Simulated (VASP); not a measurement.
WS2 (Tungstenite):

```xyz
6
Lattice="3.2424 0.0000 0.0000 -1.6212 2.8080 0.0000 0.0000 0.0000 12.7452" Properties=species:S:1:pos:R:3 pbc="T T T"
W     1.6212    0.9360    9.5589
W     0.0000    1.8720    3.1863
S     1.6212    0.9360    4.7794
S     0.0000    1.8720   11.1520
S     1.6212    0.9360    1.5931
S     0.0000    1.8720    7.9657
```

Base run:

```yaml
Program: VASP 6.6.1
Functional: RPBE
Potentials_or_basis: VASP PAW PBE potentials, release 64 (W_sv, S)
Cutoff: 520 eV
k_mesh: 10 × 10 × 3
Occupations: fermi-dirac, width 0.05 eV
Spin: no spin polarisation
```

Its results: band gap on the k mesh 1.23 eV, indirect (least direct gap 1.94 eV); pressure -3.7 GPa; largest force 0.744 eV/Å.

Q: After a change of settings the same cell gave: band gap on the k mesh 1.23 eV, indirect (least direct gap 1.94 eV); pressure -21.0 GPa; largest force 1.314 eV/Å. Which change was it?
A. functional from RPBE to PBE; dispersion from none to D3(BJ)
B. functional from RPBE to PBE; further incar settings from ALGO = Normal; EDIFF = 1e-06; NBANDS = 35 to ALGO = Normal; EDIFF = 1e-07; NBANDS = 35
C. functional from RPBE to LDA; potentials or basis from VASP PAW PBE potentials, release 64 (W_sv, S) to VASP PAW LDA potentials, release 64 (W_sv, S)
D. dispersion from none to D3(BJ)

A: D.

Dispersion adds attraction, which lowers the pressure at fixed volume and, as a term added to the energy, leaves the levels alone.

Caveats: the PAW data sets were made with another functional, which shifts forces and pressure a little; spin-orbit coupling is left out, which moves the levels of the heavy elements; this functional lacks dispersion, which binds the layers, so the pressure and a relaxed spacing across them are unreliable (some runs).
